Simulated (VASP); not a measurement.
# Fe3Co (P4/mmm) in VASP: a series of runs, part 2 of 2

VASP 6.6.1. The steps go on from the part before.

## (4) Single point, PBEsol, collinear spin, ferromagnetic start

This run uses another cell than the first one, of 11.44 Å³/atom.

Contents of INCAR:

```
  PREC = Accurate
  ENCUT = 520
  EDIFF = 1E-6
  ISMEAR = 0
  SIGMA = 0.1
  LREAL = F
  LASPH = T
  NELM = 150
  ALGO = Normal
  ISIF = 2
  LWAVE = F
  LCHARG = F
  ISPIN = 2
  MAGMOM = 1.79 1.55 1.55 0.82
  LORBIT = 11
  NUPDOWN = 5.0
  LMAXMIX = 4
  GGA = PS
  NBANDS = 28
```

Contents of KPOINTS:

```
Automatic mesh
0
Gamma
  10 10 14
```

Contents of POSCAR:

```
Fe3Co
1.0
    4.0235794450      0.0000000000      0.0000000000
    0.0000000000      4.0235794450      0.0000000000
    0.0000000000      0.0000000000      2.8277051700
Fe Co
3 1
Direct
    0.5000000000      0.5000000000      0.0000000000
    0.5000000000      0.0000000000      0.5000000000
    0.0000000000      0.5000000000      0.5000000000
    0.0000000000      0.0000000000      0.0000000000
```

Potentials or basis: VASP PAW PBE potentials, release 64 (Fe, Co).

Run with:

```console
cat potpaw_PBE.64/Fe/POTCAR potpaw_PBE.64/Co/POTCAR > POTCAR
mpirun -np 1 vasp_std > vasp.out
```

OUTCAR:

```text
PREC = Accurate
   ENCUT = 520
   EDIFF = 1E-6
   ISMEAR = 0
   LREAL = F
   LASPH = T
   NELM = 150
   ISIF = 2
   ISPIN = 2
   LORBIT = 11
   NUPDOWN = 5.0
   GGA = PS

 ion  position               nearest neighbor table
   1  0.500  0.500  0.000-   2 2.46   3 2.46   2 2.46   3 2.46   2 2.46   2 2.46   3 2.46   3 2.46
                             4 2.85   4 2.85   4 2.85   4 2.85
   2  0.500  0.000  0.500-   1 2.46   4 2.46   1 2.46   4 2.46   1 2.46   1 2.46   4 2.46   4 2.46
                             3 2.85   3 2.85   3 2.85   3 2.85
   3  0.000  0.500  0.500-   1 2.46   4 2.46   1 2.46   4 2.46   4 2.46   4 2.46   1 2.46   1 2.46
                             2 2.85   2 2.85   2 2.85   2 2.85
   4  0.000  0.000  0.000-   2 2.46   3 2.46   2 2.46   3 2.46   3 2.46   3 2.46   2 2.46   2 2.46
                             1 2.85   1 2.85   1 2.85   1 2.85

  LATTYP: Found a simple tetragonal cell.
 ALAT       =     4.0235794450
 C/A-ratio  =     0.7027834814

  Lattice vectors:

 A1 = (   4.0235794450,   0.0000000000,   0.0000000000)
 A2 = (   0.0000000000,   4.0235794450,   0.0000000000)
 A3 = (   0.0000000000,   0.0000000000,   2.8277051700)

Analysis of symmetry for initial positions (statically):
=====================================================================
 Subroutine PRICEL returns:
 Original cell was already a primitive cell.

 Routine SETGRP: Setting up the symmetry group for a
 simple tetragonal supercell.

 Subroutine GETGRP returns: Found 16 space group operations
 (whereof 16 operations were pure point group operations)
 out of a pool of 16 trial point group operations.

The static configuration has the point symmetry D_4h.

Analysis of symmetry for dynamics (positions and initial velocities):
=====================================================================
 Subroutine PRICEL returns:
 Original cell was already a primitive cell.

 Routine SETGRP: Setting up the symmetry group for a
 simple tetragonal supercell.

 Subroutine GETGRP returns: Found 16 space group operations
 (whereof 16 operations were pure point group operations)
 out of a pool of 16 trial point group operations.

The dynamic configuration has the point symmetry D_4h.

Analysis of structural, dynamic, and magnetic symmetry:
=====================================================================
 Subroutine PRICEL returns:
 Original cell was already a primitive cell.

 Routine SETGRP: Setting up the symmetry group for a
 simple tetragonal supercell.

 Subroutine GETGRP returns: Found 16 space group operations
 (whereof 16 operations were pure point group operations)
 out of a pool of 16 trial point group operations.

The overall configuration has the point symmetry D_4h.

 Subroutine INISYM returns: Found 16 space group operations
 (whereof 16 operations are pure point group operations),
 and found     1 'primitive' translations

----------------------------------------------------------------------------------------

                                     Primitive cell

  volume of cell :      45.7783

  direct lattice vectors                    reciprocal lattice vectors
     4.023579445  0.000000000  0.000000000     0.248534921  0.000000000  0.000000000
     0.000000000  4.023579445  0.000000000     0.000000000  0.248534921  0.000000000
     0.000000000  0.000000000  2.827705170     0.000000000  0.000000000  0.353643658
[... 89 lines left out ...]
   LREAL  =      F    real-space projection
   EDIFFG = 0.1E-04   stopping-criterion for IOM
   NSW    =      0    number of steps for IOM
   IBRION =     -1    ionic relax: 0-MD 1-quasi-New 2-CG
   NFREE  =      0    steps in history (QN), initial steepest desc. (CG)
   ISIF   =      2    stress and relaxation
   ISYM   =      2    0-nonsym 1-usesym 2-fastsym
   POTIM  = 0.5000    time-step for ionic-motion
   TEBEG  =    0.0;   TEEND  =   0.0 temperature during run
   PSTRESS=    0.0 pullay stress
   NELECT =      33.0000    total number of electrons
   NUPDOWN=       5.0000    fix difference up-down
   EMIN   =  10.00;   EMAX   =-10.00  energy-range for DOS
   EFERMI =   0.00;   METHOD = LEGACY
   ISMEAR =     0;   SIGMA  =   0.10  broadening in eV -4-tet -1-fermi 0-gaus
   EFERMI_NEDOS =   21; number of points for ismear=-14 and -15
   IALGO  =     38    algorithm
   IMIX   =      4    mixing-type and parameters
     AMIX     =   0.40;   BMIX     =  1.00
     AMIX_MAG =   1.60;   BMIX_MAG =  1.00
  volume/ion in A,a.u.               =      11.44        77.23
  Fermi-wavevector in a.u.,A,eV,Ry     =   1.467888  2.773907 29.316425  2.154696
  Thomas-Fermi vector in A             =   2.583452
   LORBIT       =     11    0 simple, 1 ext, 2 COOP (PROOUT), +10 PAW based schemes
   GGA     = PS    functional components
   LHFCALC =     F    Hartree Fock is set to
   AEXX    =    0.0000 exact exchange contribution
   IVDW    =     0    specifies the selected vdW correction
   LEPSILON=     F    determine dielectric tensor
   LRPA    =     F    only Hartree local field effects (RPA)
 spin polarized calculation
 Gauss-broadening in eV      SIGMA  =   0.10
  energy-cutoff  :      520.00
  volume of cell :       45.78
 maximum number of plane-waves:      1262
 NGX is ok and might be reduce to    30
   NGX = 15   NGY = 15   NGZ = 11

 number of electron      33.0000008 magnetization       4.9999947

 Free energy of the ion-electron system (eV)
  ---------------------------------------------------
  ext. energy  EPLUGINS =         0.00000000
  ---------------------------------------------------
  free energy    TOTEN  =       -33.45875358 eV

  energy without entropy =      -33.41588171  energy(sigma->0) =      -33.43731764

 E-fermi :   6.8497     XC(G=0): -13.2630

 val. band max:        6.8491766896   @ k =   0.5000   0.5000   0.5000
 cond. band min:       6.2537096913   @ k =   0.5000   0.4000   0.1429
 fundamental gap:     -0.5954669983
 Fermi energy:         6.2513044875

 spin component 1

 k-point     1 :       0.0000    0.0000    0.0000
  band No.  band energies     occupation
      1      -1.9420      1.00000
      2       1.7545      1.00000
      3       1.8366      1.00000
      4       1.9234      1.00000
      5       1.9552      1.00000
      6       3.4382      1.00000
[... 733 lines left out ...]
     27      15.7780      0.00000
     28      16.4926      0.00000

 [... further k-points ...]

 spin component 2

 k-point     1 :       0.0000    0.0000    0.0000
  band No.  band energies     occupation
      1      -1.8658      1.00000
      2       2.5054      1.00000
      3       2.5597      1.00000
      4       3.1057      1.00000
      5       3.1246      1.00000
      6       4.2802      1.00000
[... 733 lines left out ...]
     27      16.3600      0.00000
     28      16.7111      0.00000

 [... further k-points ...]

------------------------ aborting loop because EDIFF is reached ----------------------------------------

  FORCE on cell =-STRESS in cart. coord.  units (eV):
  Direction    XX          YY          ZZ          XY          YZ          ZX
  --------------------------------------------------------------------------------------
  -------------------------------------------------------------------------------------
  Total       -6.1377066     -6.1377066     -6.3869899      0.0000000     -0.0000000      0.0000000
  in kB     -214.8114454   -214.8114454   -223.5360237      0.0000000     -0.0000000      0.0000000
  external PRESSURE =    -217.7196381 kB  Pullay stress =       0.0000000 kB

 VOLUME and BASIS-vectors are now :
 -----------------------------------------------------------------------------
  energy-cutoff  :      520.00
  volume of cell :       45.78
      direct lattice vectors                 reciprocal lattice vectors
     4.023579445  0.000000000  0.000000000     0.248534921  0.000000000  0.000000000
     0.000000000  4.023579445  0.000000000     0.000000000  0.248534921  0.000000000
     0.000000000  0.000000000  2.827705170     0.000000000  0.000000000  0.353643658

 POSITION                                       TOTAL-FORCE (eV/Angst)
 -----------------------------------------------------------------------------------
      2.01179      2.01179      0.00000         0.000000      0.000000      0.000000
      2.01179      0.00000      1.41385         0.000000      0.000000      0.000000
      0.00000      2.01179      1.41385         0.000000      0.000000      0.000000
      0.00000      0.00000      0.00000         0.000000      0.000000      0.000000
 -----------------------------------------------------------------------------------
    total drift:                                0.000000      0.000000     -0.000000

  FREE ENERGIE OF THE ION-ELECTRON SYSTEM (eV)
  ---------------------------------------------------
  free  energy   TOTEN  =       -33.4587535844 eV

  energy  without entropy=      -33.4158817055  energy(sigma->0) =      -33.43731764

 total charge

# of ion       s       p       d       tot
------------------------------------------
    1        0.482   0.524   6.228   7.234
    2        0.472   0.517   6.234   7.223
    3        0.472   0.517   6.234   7.223
    4        0.476   0.508   7.261   8.245
--------------------------------------------------
tot          1.903   2.065  25.958  29.925

 magnetization (x)

# of ion       s       p       d       tot
------------------------------------------
    1       -0.009  -0.046   1.649   1.594
    2       -0.011  -0.046   1.444   1.387
    3       -0.011  -0.046   1.444   1.387
    4       -0.015  -0.054   0.736   0.667
--------------------------------------------------
tot         -0.046  -0.193   5.273   5.034
```

OSZICAR:

```text
N       E                     dE             d eps       ncg     rms          rms(c)
DAV:   1     0.229615252536E+03    0.22962E+03   -0.13619E+04 18960   0.149E+03
DAV:   2    -0.256827567846E+02   -0.25530E+03   -0.24009E+03 18828   0.311E+02
DAV:   3    -0.388967760621E+02   -0.13214E+02   -0.12153E+02 19968   0.985E+01
DAV:   4    -0.391088831109E+02   -0.21211E+00   -0.21152E+00 22496   0.131E+01
DAV:   5    -0.391147445492E+02   -0.58614E-02   -0.58604E-02 22596   0.167E+00    0.229E+01
DAV:   6    -0.343676316740E+02    0.47471E+01   -0.35673E+01 20132   0.851E+01    0.126E+01
DAV:   7    -0.403151857517E+02   -0.59476E+01   -0.24372E+01 21352   0.100E+02    0.336E+01
DAV:   8    -0.335928045865E+02    0.67224E+01   -0.10621E+01 21480   0.612E+01    0.677E+00
DAV:   9    -0.337760858134E+02   -0.18328E+00   -0.25622E+00 26564   0.249E+01    0.809E+00
DAV:  10    -0.334800045645E+02    0.29608E+00   -0.98047E-01 22812   0.170E+01    0.175E+00
DAV:  11    -0.334631998164E+02    0.16805E-01   -0.77216E-02 22708   0.361E+00    0.801E-01
DAV:  12    -0.334588777250E+02    0.43221E-02   -0.13450E-02 21388   0.150E+00    0.316E-01
DAV:  13    -0.334586960592E+02    0.18167E-03   -0.18306E-03 21380   0.693E-01    0.146E-01
DAV:  14    -0.334587328587E+02   -0.36799E-04   -0.39884E-04 20984   0.262E-01    0.683E-02
DAV:  15    -0.334587540779E+02   -0.21219E-04   -0.12182E-04 30968   0.124E-01    0.494E-02
DAV:  16    -0.334587549868E+02   -0.90898E-06   -0.25818E-05 26956   0.756E-02    0.253E-02
DAV:  17    -0.334587535766E+02    0.14103E-05   -0.11981E-05 19932   0.478E-02    0.106E-02
DAV:  18    -0.334587535844E+02   -0.78153E-08   -0.41654E-06 11172   0.348E-02
   1 F= -.33458754E+02 E0= -.33437318E+02  d E =-.428719E-01  mag=     5.0000
```

stdout:

```text
POSCAR found type information on POSCAR FeCo
 POSCAR found :  2 types and       4 ions
 scaLAPACK will be used
 -----------------------------------------------------------------------------
|                                                                             |
|                                                                             |
|     You enforced a specific xc type in the INCAR file but a different       |
|     I HOPE YOU KNOW WHAT YOU ARE DOING!                                     |
|                                                                             |
 -----------------------------------------------------------------------------

 LDA part: xc-table for (Slater+PW92), standard interpolation
 POSCAR, INCAR and KPOINTS ok, starting setup
 FFT: planning ... GRIDC
 FFT: planning ... GRID_SOFT
 FFT: planning ... GRID
 WAVECAR not read
 entering main loop
```

It took 12 min on 1 thread of Intel Xeon 8259CL, shared host; peak memory 0.42 GiB.

What came out:

| Quantity | Value |
| --- | --- |
| Free energy | -33.4588 eV |
| Pressure | -21.8 GPa |
| Net moment | 5.00 μB per cell |
| Site moments | Fe +1.59, +1.39 (each value once); Co +0.67 μB |
| Valence electrons inside the program's atomic spheres | Fe 7.23, 7.22 (each value once); Co 8.24 |

Caveat: the cell stands under tension; the PAW data sets were made with another functional, which shifts forces and pressure a little; the total moment is fixed, so each spin has its own Fermi level and the state may be an excited one.

## (5) Single point, PBEsol, collinear spin, ferromagnetic start

This run uses another cell than the first one, of 11.44 Å³/atom.

Contents of INCAR:

```
SYSTEM = Fe3Co
PREC = Accurate
ENCUT = 600
EDIFF = 1E-6
ISMEAR = -1
SIGMA = 0.3
LREAL = .FALSE.
LASPH = .TRUE.
NELM = 200
ALGO = Normal
ISIF = 2
LWAVE = .FALSE.
LCHARG = .TRUE.
ISPIN = 2
MAGMOM = 2.6 2.87 2.87 1.99
LORBIT = 11
LMAXMIX = 4
GGA = PS
LELF = .TRUE.
LVHAR = .TRUE.
NBANDS = 28
GGA_COMPAT = .FALSE.
```

Contents of KPOINTS:

```
Automatic mesh
0
G
  10 10 14
  0 0 0
```

POSCAR is that of step 4.

Potentials or basis: VASP PAW PBE potentials, release 64 (Fe, Co).

Run with:

```console
cat potpaw_PBE.64/Fe/POTCAR potpaw_PBE.64/Co/POTCAR > POTCAR
mpirun -np 1 vasp_std > vasp.out
```

OUTCAR:

```text
SYSTEM = Fe3Co
   PREC = Accurate
   ENCUT = 600
   EDIFF = 1E-6
   ISMEAR = -1
   LREAL = .FALSE.
   LASPH = .TRUE.
   NELM = 200
   ISIF = 2
   ISPIN = 2
   LORBIT = 11
   GGA = PS

 ion  position               nearest neighbor table
   1  0.500  0.500  0.000-   2 2.46   3 2.46   2 2.46   3 2.46   2 2.46   2 2.46   3 2.46   3 2.46
                             4 2.85   4 2.85   4 2.85   4 2.85
   2  0.500  0.000  0.500-   1 2.46   4 2.46   1 2.46   4 2.46   1 2.46   1 2.46   4 2.46   4 2.46
                             3 2.85   3 2.85   3 2.85   3 2.85
   3  0.000  0.500  0.500-   1 2.46   4 2.46   1 2.46   4 2.46   4 2.46   4 2.46   1 2.46   1 2.46
                             2 2.85   2 2.85   2 2.85   2 2.85
   4  0.000  0.000  0.000-   2 2.46   3 2.46   2 2.46   3 2.46   3 2.46   3 2.46   2 2.46   2 2.46
                             1 2.85   1 2.85   1 2.85   1 2.85

  LATTYP: Found a simple tetragonal cell.
[... 1725 lines left out ...]
 -----------------------------------------------------------------------------------
      2.01179      2.01179      0.00000         0.000000      0.000000      0.000000
      2.01179      0.00000      1.41385         0.000000      0.000000      0.000000
      0.00000      2.01179      1.41385         0.000000      0.000000      0.000000
      0.00000      0.00000      0.00000         0.000000      0.000000      0.000000
 -----------------------------------------------------------------------------------
    total drift:                                0.000000     -0.000000     -0.000000

  FREE ENERGIE OF THE ION-ELECTRON SYSTEM (eV)
  ---------------------------------------------------
  free  energy   TOTEN  =       -35.0503947283 eV

  energy  without entropy=      -33.6931541409  energy(sigma->0) =      -34.37177443

 total charge

# of ion       s       p       d       tot
------------------------------------------
    1        0.486   0.526   6.249   7.260
    2        0.481   0.530   6.204   7.216
    3        0.481   0.530   6.204   7.216
    4        0.485   0.519   7.240   8.243
--------------------------------------------------
tot          1.933   2.105  25.898  29.935

 magnetization (x)

# of ion       s       p       d       tot
------------------------------------------
    1       -0.008  -0.038   2.163   2.117
    2       -0.007  -0.039   2.392   2.346
    3       -0.007  -0.039   2.392   2.346
    4       -0.016  -0.049   1.598   1.533
--------------------------------------------------
tot         -0.038  -0.164   8.544   8.342
```

Run time: 16 min. Hardware: 1 thread of Oxide Virtual Turin-like, shared host; peak memory 0.45 GiB.

What came out:

| Property | Result |
| --- | --- |
| Free energy | -35.0504 eV |
| Pressure | -9.4 GPa |
| Net moment | 8.37 μB per cell |
| Site moments | Fe +2.12, +2.35 (each value once); Co +1.53 μB |
| Valence electrons inside the program's atomic spheres | Fe 7.26, 7.22 (each value once); Co 8.24 |

Stress tensor (GPa, compression positive):
```
-9.54  0.00  0.00
 0.00 -9.54  0.00
 0.00  0.00 -9.16
```

Caveat: the cell stands under tension; so wide a smearing shifts energies and pressures; the PAW data sets were made with another functional, which shifts forces and pressure a little.

## (6) Summary

| fixed moment (μB) | cell | k mesh | cutoff (eV) | smearing | gap on the mesh (eV) | pressure (GPa) | moment (μB) |
| --- | --- | --- | --- | --- | --- | --- | --- |
| - | a = 4.153, b = 4.153, c = 2.919 Å, 4 atoms | 10 × 10 × 14 | 520 | gaussian 0.1 eV | none | -21.1 | 9.61 |
| - | a = 4.024, b = 4.024, c = 2.828 Å, 4 atoms | 14 × 14 × 18 | 600 | gaussian 0.1 eV | none | -8.0 | 9.25 |
| 5.0 | a = 4.024, b = 4.024, c = 2.828 Å, 4 atoms | 10 × 10 × 14 | 520 | gaussian 0.1 eV | - | -21.8 | 5.00 |
| - | a = 4.024, b = 4.024, c = 2.828 Å, 4 atoms | 10 × 10 × 14 | 600 | fermi-dirac 0.3 eV | none | -9.4 | 8.37 |

Alike in all rows: task single point; level PBEsol; potentials or basis VASP PAW PBE potentials, release 64 (Fe, Co); spin collinear, ferromagnetic start.

Caveats: the cell stands under tension; the PAW data sets were made with another functional, which shifts forces and pressure a little; the total moment is fixed, so each spin has its own Fermi level and the state may be an excited one (at least some runs); so wide a smearing shifts energies and pressures (at least some runs).

Total energies depend on the potentials used, so only differences within one code and one set of settings carry meaning.
